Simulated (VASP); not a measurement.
Wanted: the native input for a VASP 6.6.1 run.

```
Task                   : single point
Functional             : PBE
Potentials or basis    : VASP PAW PBE potentials, release 64 (Si, C)
Cutoff                 : 520 eV
k mesh                 : 6 × 6 × 4
Occupations            : gaussian, width 0.1 eV
Spin                   : no spin polarisation
Dipole correction      : no
Further INCAR settings : ALGO = Normal; EDIFF = 1e-06; NBANDS = 16
```

The structure of Si3C lies in POSCAR:

```
Si3C
1.0
    2.5907063739      0.0000000000      0.0000000000
    0.0000000000      2.8545034688      0.0000000000
    0.0000000000      0.0000000000      7.0243227378
Si C
3 1
Direct
    0.0000000000      0.5000000000      0.1870047375
    0.0000000000      0.0000000000      0.5000000000
    0.0000000000      0.5000000000      0.8129952625
    0.0000000000      0.0000000000      0.0000000000
```

The cell was built from a structure type or drawn by symmetry, and may not be a known phase.

The input as run:

INCAR

```
SYSTEM = Si3C
ALGO = Normal ; EDIFF = 1E-6
ENCUT = 520 ; GGA = PE
ISIF = 2 ; ISMEAR = 0
LASPH = .True. ; LCHARG = .True.
LELF = .True. ; LREAL = .False.
LVHAR = .True. ; LWAVE = .False.
NBANDS = 16 ; NELM = 80
PREC = Accurate ; SIGMA = 0.1
```

KPOINTS

```
k-points
0
Gamma
  6 6 4
  0 0 0
```

Potentials or basis: VASP PAW PBE potentials, release 64 (Si, C).

The run is started by

```bash
$ cat potpaw_PBE.64/Si/POTCAR potpaw_PBE.64/C/POTCAR > POTCAR
$ mpirun -np 1 vasp_std > vasp.out
```

Results of the run:

```yaml
Pressure: 0.0 GPa
Largest_force: 0.023 eV/Å
Band_gap_on_the_k_mesh: zero (bands 8 and 9 overlap by 4.69 eV)
```

Caveat: the k points lie up to 0.40 Å⁻¹ apart, too coarse for converged energies and pressures of a metal.

It took 19 s on 1 thread of AMD EPYC 9R45 96-Core Processor (Zen 5), with other jobs on the host, peak memory 0.15 GiB.
